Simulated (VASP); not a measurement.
Ca4Au, 5 atoms in the cell. It takes space group P6/mmm (No. 191, hexagonal). Conventional cell: a = 5.553 Å, b = 5.553 Å, c = 6.830 Å, α = 90.00°, β = 90.00°, γ = 120.00°. Within 4.2 Å of Ca (site symmetry 3m) lie 5 Ca at 3.21 to 3.61 Å and 3 Au at 3.59 Å. Au (site symmetry 6/mmm) has 12 Ca at 3.59 Å within 4.7 Å. The cell was generated, and may not be a known phase.

* Program: VASP 6.6.1
* Task: single point
* Functional: PBE
* Potentials or basis: VASP PAW PBE potentials, release 64 (Ca_sv, Au)
* Cutoff: 520 eV
* k mesh: 12 × 12 × 6
* Occupations: gaussian, width 0.1 eV
* Spin: no spin polarisation
* Dipole correction: no
* Further INCAR settings: ALGO = Fast; EDIFF = 1e-07; NBANDS = 34

Potentials or basis: VASP PAW PBE potentials, release 64 (Ca_sv, Au).

Launch:

```bash
$ cat potpaw_PBE.64/Ca_sv/POTCAR potpaw_PBE.64/Au/POTCAR > POTCAR
$ mpirun -np 1 vasp_std > vasp.out
```

Hardware: 1 thread of Intel Xeon 8259CL, with other jobs on the host.

Question: Estimate the wall time of this run.

Answer: Wall time 23 min on 1 thread of Intel Xeon 8259CL (shared host), peak memory 0.58 GiB. Counts: scf iterations 23, k points 76.
